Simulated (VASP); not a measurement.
Write the native input for VASP 6.6.1 that does the following.

* Task: single point
* Functional: PBE
* Potentials or basis: VASP PAW PBE potentials, release 64 (Li_sv, Pr_3, N), 4f in core
* Cutoff: 750 eV
* k mesh: 12 × 12 × 4
* Occupations: gaussian, width 0.1 eV
* Spin: no spin polarisation
* Dipole correction: no
* Mended: yes
* Further INCAR settings: ALGO = Normal; EDIFF = 1e-06; NBANDS = 32

The structure of LiPr3N2 lies in POSCAR:

```
LiPr3N2
1.0
    3.8869050606      0.0000000000      0.0000000000
   -1.9434525303      3.3661585246      0.0000000000
    0.0000000000      0.0000000000     12.2901153949
Li Pr N
1 3 2
Direct
    0.3333333333      0.6666666667      0.7022607190
    0.0000000000      0.0000000000      0.2384145667
    0.6666666667      0.3333333333      0.4922117271
    0.3333333333      0.6666666667      0.9734484660
    0.0000000000      0.0000000000      0.0374000502
    0.6666666667      0.3333333333      0.3062644409
```

The cell was built from a structure type or drawn by symmetry, and may not be a known phase.

One way to write it, as run:

INCAR

```
PREC = Accurate ; ENCUT = 750
EDIFF = 1E-6 ; ISMEAR = 0
SIGMA = 0.1 ; LREAL = False
LASPH = True ; NELM = 200
ALGO = Normal ; ISIF = 2
LWAVE = False ; LCHARG = True
GGA = PE ; LELF = True
LVHAR = True ; NBANDS = 32
GGA_COMPAT = False ; LMAXMIX = 6
```

KPOINTS

```
Automatic mesh
0
Gamma
  12 12 4
```

Potentials or basis: VASP PAW PBE potentials, release 64 (Li_sv, Pr_3, N), 4f in core.

Launch:

```sh
$ cat potpaw_PBE.64/Li_sv/POTCAR potpaw_PBE.64/Pr_3/POTCAR potpaw_PBE.64/N/POTCAR > POTCAR
$ mpirun -np 1 vasp_std > vasp.out
```

Results of the run:

- Pressure: -0.1 GPa
- Largest force: 0.025 eV/Å
- Band gap on the k mesh: zero (bands 23 and 24 overlap by 0.17 eV)

Caveat: spin-orbit coupling is left out, which moves the levels of the heavy elements; the 4f electrons are frozen in the core, so they carry no moment and show no levels; the run has no spin polarisation, though such a crystal can be magnetic.

It took 6.7 min on 1 thread of AMD EPYC 9R45 96-Core Processor (Zen 5), on a shared host, peak memory 0.71 GiB.
